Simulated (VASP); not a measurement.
# LiH (I-4m2) in VASP: notebook

LiH is run at these levels: r2SCAN, HSE06; tasks: single point.

Program: VASP 6.6.1. These are calculated values, not measurements. Logs are shortened: lines on timing, memory, paths and dates and some standing lists are left out, and cuts for length are marked.

## 1. The cell of the first run

Symmetry: I-4m2, No. 119, tetragonal system. Conventional cell: a = 2.882 Å, b = 2.882 Å, c = 4.497 Å, α = 90.00°, β = 90.00°, γ = 90.00°. Within 2.4 Å of Li (site symmetry -4m2) lie 4 H at 1.83 Å. H (site symmetry -4m2) has 4 Li at 1.83 Å within 2.4 Å.

## 2. Single point, r2SCAN (epitaxial xy strain -5.0%)

Contents of POSCAR:

```
LiH
1.0
    0.0000000000      2.0378659094      2.2486326808
    2.0378659094      0.0000000000      2.2486326808
    2.0378659094      2.0378659094      0.0000000000
Li H
1 1
Direct
    0.0000000000      0.0000000000      0.0000000000
    0.2500000000      0.2500000000      0.2500000000
```

Contents of INCAR.step1:

```
SYSTEM = LiH
PREC = Accurate
ENCUT = 520
ISMEAR = 0
SIGMA = 0.01
LREAL = .False.
LASPH = .True.
NELM = 100
NBANDS = 9
GGA = PE
ALGO = Normal
EDIFF = 1E-4
LWAVE = .True.
LCHARG = .False.
```

Contents of INCAR.step2:

```
SYSTEM = LiH
PREC = Accurate
ENCUT = 520
EDIFF = 1E-6
ISMEAR = 0
SIGMA = 0.01
LREAL = .False.
LASPH = .True.
NELM = 100
ALGO = Normal
ISIF = 2
LWAVE = .False.
LCHARG = .False.
METAGGA = R2SCAN
LMIXTAU = .True.
NBANDS = 9
ISTART = 1
```

Contents of KPOINTS:

```
Automatic mesh
0
Gamma
  10 10 10
  0 0 0
```

Potentials or basis: VASP PAW PBE potentials, release 64 (Li_sv, H).

Command:

```console
> cat potpaw_PBE.64/Li_sv/POTCAR potpaw_PBE.64/H/POTCAR > POTCAR
> cp INCAR.step1 INCAR
> mpirun -np 1 vasp_std > vasp.out
> cp INCAR.step2 INCAR
> mpirun -np 1 vasp_std > vasp.out
```

OUTCAR:

```text
SYSTEM = LiH
   PREC = Accurate
   ENCUT = 520
   EDIFF = 1E-6
   ISMEAR = 0
   LREAL = .False.
   LASPH = .True.
   NELM = 100
   ISIF = 2
   METAGGA = R2SCAN
   ISTART = 1

 ion  position               nearest neighbor table
   1  0.000  0.000  0.000-
   2  0.250  0.250  0.250-

  LATTYP: Found a body centered tetragonal cell.
 ALAT       =     2.8819776074
 C/A-ratio  =     1.5604789399

  Lattice vectors:

 A1 = (  -2.0378659094,   0.0000000000,   2.2486326808)
 A2 = (   2.0378659094,   0.0000000000,   2.2486326808)
 A3 = (   0.0000000000,   2.0378659094,  -2.2486326808)

Analysis of symmetry for initial positions (statically):
=====================================================================
 Subroutine PRICEL returns:
 Original cell was already a primitive cell.

 Routine SETGRP: Setting up the symmetry group for a
 body centered tetragonal supercell.

 Subroutine GETGRP returns: Found  8 space group operations
 (whereof  8 operations were pure point group operations)
 out of a pool of 16 trial point group operations.

The static configuration has the point symmetry D_2d.

Analysis of symmetry for dynamics (positions and initial velocities):
=====================================================================
 Subroutine PRICEL returns:
 Original cell was already a primitive cell.

 Routine SETGRP: Setting up the symmetry group for a
 body centered tetragonal supercell.

 Subroutine GETGRP returns: Found  8 space group operations
 (whereof  8 operations were pure point group operations)
 out of a pool of 16 trial point group operations.

The dynamic configuration has the point symmetry D_2d.

 Subroutine INISYM returns: Found  8 space group operations
 (whereof  8 operations are pure point group operations),
 and found     1 'primitive' translations

----------------------------------------------------------------------------------------

                                     Primitive cell

  volume of cell :      18.6767

  direct lattice vectors                    reciprocal lattice vectors
     0.000000000  2.037865909  2.248632681    -0.245354710  0.245354710  0.222357348
     2.037865909  0.000000000  2.248632681     0.245354710 -0.245354710  0.222357348
     2.037865909  2.037865909  0.000000000     0.245354710  0.245354710 -0.222357348

  length of vectors
     3.034674018  3.034674018  2.881977607     0.412117287  0.412117287  0.412117287

  position of ions in fractional coordinates (direct lattice)
     0.000000000  0.000000000  0.000000000
     0.250000000  0.250000000  0.250000000

  ion indices of the primitive-cell ions
   primitive index   ion index
                 1           1
                 2           2

----------------------------------------------------------------------------------------

 KPOINTS: Automatic mesh

Automatic generation of k-mesh.
 Grid dimensions read from file:
 generate k-points for:   10   10   10

 Generating k-lattice:

  Cartesian coordinates                     Fractional coordinates (reciprocal lattice)
    -0.024535471  0.024535471  0.022235735     0.100000000  0.000000000  0.000000000
     0.024535471 -0.024535471  0.022235735     0.000000000  0.100000000  0.000000000
     0.024535471  0.024535471 -0.022235735     0.000000000  0.000000000  0.100000000

  Length of vectors
     0.041211729  0.041211729  0.041211729

  Shift w.r.t. Gamma in fractional coordinates (k-lattice)
     0.000000000  0.000000000  0.000000000

 Subroutine IBZKPT returns following result:
 ===========================================

 Found    102 irreducible k-points:

 Following reciprocal coordinates:
            Coordinates               Weight
  0.000000  0.000000  0.000000      1.000000
  0.100000  0.000000  0.000000      8.000000
  0.200000  0.000000  0.000000      8.000000
  0.300000 -0.000000  0.000000      8.000000
  0.400000  0.000000  0.000000      8.000000
  0.500000  0.000000  0.000000      4.000000
[... 16 lines left out ...]
  0.300000  0.300000  0.000000      2.000000
  0.400000  0.300000  0.000000      8.000000
 [... further k-points ...]
   k-points           NKPTS =    102   k-points in BZ     NKDIM =    102   number of bands    NBANDS=      9
   number of dos      NEDOS =    301   number of ions     NIONS =      2
   total plane-waves  NPLWV =  13824
   dimension x,y,z NGX =    24 NGY =   24 NGZ =   24
   dimension x,y,z NGXF=    48 NGYF=   48 NGZF=   48
   ions per type =               1   1
   NGX,Y,Z   is equivalent  to a cutoff of  13.15, 13.15, 13.84 a.u.
   NGXF,Y,Z  is equivalent  to a cutoff of  26.30, 26.30, 27.69 a.u.
 SYSTEM =  LiH
   PREC   = accura    normal or accurate (medium, high low for compatibility)
   ISTART =      1    job   : 0-new  1-cont  2-samecut
   ICHARG =      0    charge: 1-file 2-atom 10-const
   ISPIN  =      1    spin polarized calculation?
   LNONCOLLINEAR =      F non collinear calculations
   LSORBIT =      F    spin-orbit coupling
   LASPH  =      T    aspherical Exc in radial PAW
   ENCUT  =  520.0 eV  38.22 Ry    6.18 a.u.   5.64  5.64  5.36*2*pi/ulx,y,z
   NELM   =    100;   NELMIN=  2; NELMDL=  0     # of ELM steps
   EDIFF  = 0.1E-05   stopping-criterion for ELM
   LREAL  =      F    real-space projection
   EDIFFG = 0.1E-04   stopping-criterion for IOM
   NSW    =      0    number of steps for IOM
   IBRION =     -1    ionic relax: 0-MD 1-quasi-New 2-CG
   NFREE  =      0    steps in history (QN), initial steepest desc. (CG)
   ISIF   =      2    stress and relaxation
   ISYM   =      2    0-nonsym 1-usesym 2-fastsym
   POTIM  = 0.5000    time-step for ionic-motion
   TEBEG  =    0.0;   TEEND  =   0.0 temperature during run
   PSTRESS=    0.0 pullay stress
   NELECT =       4.0000    total number of electrons
   NUPDOWN=      -1.0000    fix difference up-down
   EMIN   =  10.00;   EMAX   =-10.00  energy-range for DOS
   EFERMI =   0.00;   METHOD = LEGACY
   ISMEAR =     0;   SIGMA  =   0.01  broadening in eV -4-tet -1-fermi 0-gaus
   EFERMI_NEDOS =   21; number of points for ismear=-14 and -15
   IALGO  =     38    algorithm
   IMIX   =      4    mixing-type and parameters
     AMIX     =   0.40;   BMIX     =  1.00
     AMIX_MAG =   1.60;   BMIX_MAG =  1.00
  volume/ion in A,a.u.               =       9.34        63.02
  Fermi-wavevector in a.u.,A,eV,Ry     =   0.979479  1.850946 13.053133  0.959378
  Thomas-Fermi vector in A             =   2.110335
   LORBIT       =      0    0 simple, 1 ext, 2 COOP (PROOUT), +10 PAW based schemes
   METAGGA = R2SCAN    functional components
   LHFCALC =     F    Hartree Fock is set to
   AEXX    =    0.0000 exact exchange contribution
   IVDW    =     0    specifies the selected vdW correction
   LEPSILON=     F    determine dielectric tensor
   LRPA    =     F    only Hartree local field effects (RPA)
 non-spin polarized calculation
 Gauss-broadening in eV      SIGMA  =   0.01
  energy-cutoff  :      520.00
  volume of cell :       18.68
 maximum number of plane-waves:       525
   NGX = 11   NGY = 11   NGZ = 11

 number of electron       4.0000001 magnetization

 Free energy of the ion-electron system (eV)
  ---------------------------------------------------
  ext. energy  EPLUGINS =         0.00000000
  ---------------------------------------------------
  free energy    TOTEN  =        -6.69721344 eV

  energy without entropy =       -6.69721344  energy(sigma->0) =       -6.69721344

 E-fermi :  -1.3554     XC(G=0):  -8.1454

 val. band max:       -1.5694730899   @ k =  -0.3000   0.2000   0.5000
 cond. band min:       3.1015886951   @ k =   0.5000   0.0000   0.0000
 fundamental gap:      4.6710617850
 Fermi energy:        -1.3554251035

 k-point     1 :       0.0000    0.0000    0.0000
  band No.  band energies     occupation
      1     -46.3984      2.00000
      2      -5.6096      2.00000
      3      12.9180      0.00000
      4      17.4553      0.00000
      5      17.7702      0.00000
      6      17.7705      0.00000
      7      19.4922      0.00000
      8      19.4989      0.00000
      9      19.4989      0.00000

 k-point     2 :       0.1000    0.0000    0.0000
  band No.  band energies     occupation
      1     -46.3955      2.00000
      2      -5.4446      2.00000
      3      11.7783      0.00000
      4      16.1080      0.00000
      5      16.6177      0.00000
      6      17.1235      0.00000
      7      20.3189      0.00000
      8      20.5350      0.00000
      9      22.4749      0.00000

 k-point     3 :       0.2000    0.0000    0.0000
  band No.  band energies     occupation
      1     -46.3884      2.00000
      2      -4.9596      2.00000
      3       9.0064      0.00000
      4      15.1855      0.00000
      5      16.0000      0.00000
      6      16.3982      0.00000
      7      19.8408      0.00000
      8      21.9786      0.00000
      9      24.1374      0.00000

 k-point     4 :       0.3000   -0.0000    0.0000
  band No.  band energies     occupation
      1     -46.3795      2.00000
      2      -4.1985      2.00000
      3       6.1873      0.00000
      4      14.2725      0.00000
      5      16.0267      0.00000
      6      16.1659      0.00000
      7      18.8929      0.00000
      8      21.4929      0.00000
      9      23.5093      0.00000
[... 205 lines left out ...]
 k-point    22 :      -0.2000    0.2000    0.0000
  band No.  band energies     occupation
      1     -46.3757      2.00000
      2      -3.8276      2.00000
      3       5.9019      0.00000
      4      10.5789      0.00000
      5      16.8345      0.00000
      6      17.3616      0.00000
      7      21.0018      0.00000
      8      22.1145      0.00000
      9      23.5019      0.00000

 k-point    23 :       0.3000    0.3000    0.0000
  band No.  band energies     occupation
      1     -46.3779      2.00000
      2      -4.0804      2.00000
      3       8.0705      0.00000
      4      12.1430      0.00000
      5      12.3238      0.00000
      6      12.3240      0.00000
      7      19.1731      0.00000
      8      27.4464      0.00000
      9      29.2822      0.00000

 k-point    24 :       0.4000    0.3000    0.0000
  band No.  band energies     occupation
      1     -46.3728      2.00000
      2      -3.5180      2.00000
      3       6.7614      0.00000
      4       9.7408      0.00000
      5      11.9758      0.00000
      6      13.6726      0.00000
      7      19.7141      0.00000
      8      27.6942      0.00000
      9      29.6704      0.00000

 [... further k-points ...]
[... 5 lines left out ...]
  --------------------------------------------------------------------------------------
  -------------------------------------------------------------------------------------
  Total        0.2260797      0.2260797     -0.0373472      0.0000000     -0.0000000     -0.0000000
  in kB       19.3942233     19.3942233     -3.2038296      0.0000000     -0.0000000     -0.0000000
  external PRESSURE =      11.8615390 kB  Pullay stress =       0.0000000 kB

 VOLUME and BASIS-vectors are now :
 -----------------------------------------------------------------------------
  energy-cutoff  :      520.00
  volume of cell :       18.68
      direct lattice vectors                 reciprocal lattice vectors
     0.000000000  2.037865909  2.248632681    -0.245354710  0.245354710  0.222357348
     2.037865909  0.000000000  2.248632681     0.245354710 -0.245354710  0.222357348
     2.037865909  2.037865909  0.000000000     0.245354710  0.245354710 -0.222357348

 POSITION                                       TOTAL-FORCE (eV/Angst)
 -----------------------------------------------------------------------------------
      0.00000      0.00000      0.00000        -0.000000     -0.000000      0.000000
      1.01893      1.01893      1.12432         0.000000      0.000000     -0.000000
 -----------------------------------------------------------------------------------
    total drift:                                0.000000      0.000000      0.000000

  FREE ENERGIE OF THE ION-ELECTRON SYSTEM (eV)
  ---------------------------------------------------
  free  energy   TOTEN  =        -6.6972134424 eV

  energy  without entropy=       -6.6972134424  energy(sigma->0) =       -6.69721344
```

Run time: 26 s. Hardware: 1 thread of Intel Xeon 6975P-C (Granite Rapids), shared host; peak memory 0.14 GiB.

What came out:

```yaml
Free_energy: -6.6972 eV
Band_gap_on_the_k_mesh: 4.67 eV, indirect (least direct gap 5.93 eV)
```

Levels at points of the mesh, in eV from the valence-band top:
```csv
k point,band 1,band 2,band 3,band 4,band 5,band 6,band 7
"(0.00, 0.00, 0.00)",-44.83,-4.04,14.49,19.02,19.34,19.34,21.06
"(0.50, 0.00, 0.00)",-44.80,-1.31,4.67,15.09,17.56,17.85,19.64
"(0.50, 0.50, 0.00)",-44.80,-1.20,7.04,11.65,12.70,12.70,21.31
"(0.50, 0.00, 0.50)",-44.79,-0.22,8.21,10.58,11.07,11.33,20.11
```

Caveat: the cell differs from its parent crystal (epitaxial xy strain -5.0%); the cutoff is under 1.25 times the usual one of these potentials, so pressure, stress and relaxed cells hold a basis-set (Pulay) error; the PAW data sets were made with another functional, which shifts forces and pressure a little. A k mesh can miss the band edges.

## 3. Single point, HSE06 (epitaxial xy strain -5.0%)

POSCAR is that of step 2.

Contents of INCAR.step1:

```
SYSTEM = LiH
PREC = Accurate
ENCUT = 520
EDIFF = 1E-5
ISMEAR = 0
SIGMA = 0.01
LREAL = .False.
LASPH = .True.
NELM = 80
ALGO = Normal
ISIF = 2
LWAVE = .True.
LCHARG = .False.
GGA = PE
NBANDS = 9
```

Contents of INCAR.step2:

```
SYSTEM = LiH
PREC = Accurate
ENCUT = 520
EDIFF = 1E-7
ISMEAR = 0
SIGMA = 0.01
LREAL = .False.
LASPH = .True.
NELM = 80
ALGO = Normal
ISIF = 2
LWAVE = .False.
LCHARG = .False.
GGA = PE
LHFCALC = .True.
HFSCREEN = 0.2079
PRECFOCK = Normal
ISTART = 1
NBANDS = 9
```

Contents of KPOINTS:

```
regular mesh
0
Gamma
  8 8 8
  0 0 0
```

Potentials or basis: VASP PAW PBE potentials, release 64 (Li_sv, H).

Command:

```console
> cat potpaw_PBE.64/Li_sv/POTCAR potpaw_PBE.64/H/POTCAR > POTCAR
> cp INCAR.step1 INCAR
> mpirun -np 1 vasp_std > vasp.out
> cp INCAR.step2 INCAR
> mpirun -np 1 vasp_std > vasp.out
```

It took 9.3 min on 1 thread of Intel Xeon 6975P-C (Granite Rapids), shared host; peak memory 0.25 GiB.

It converged, with:

* Free energy: -6.6715 eV
* Band gap on the k mesh: 5.10 eV, indirect (least direct gap 6.49 eV)

Levels at points of the mesh, in eV from the valence-band top:
| k point | band 1 | band 2 | band 3 | band 4 | band 5 | band 6 |
| --- | --- | --- | --- | --- | --- | --- |
| (0.00, 0.00, 0.00) | -46.40 | -4.56 | 15.00 | 19.02 | 19.28 | 19.28 |
| (0.50, 0.00, 0.00) | -46.37 | -1.46 | 5.10 | 15.45 | 17.84 | 18.24 |
| (0.50, 0.50, 0.00) | -46.36 | -1.32 | 7.47 | 12.12 | 13.24 | 13.24 |
| (0.50, 0.00, 0.50) | -46.35 | -0.27 | 8.69 | 11.03 | 11.62 | 11.91 |

Caveat: the cell differs from its parent crystal (epitaxial xy strain -5.0%); the cutoff is under 1.25 times the usual one of these potentials, so pressure, stress and relaxed cells hold a basis-set (Pulay) error; the PAW data sets were made with another functional, which shifts forces and pressure a little. A k mesh can miss the band edges.
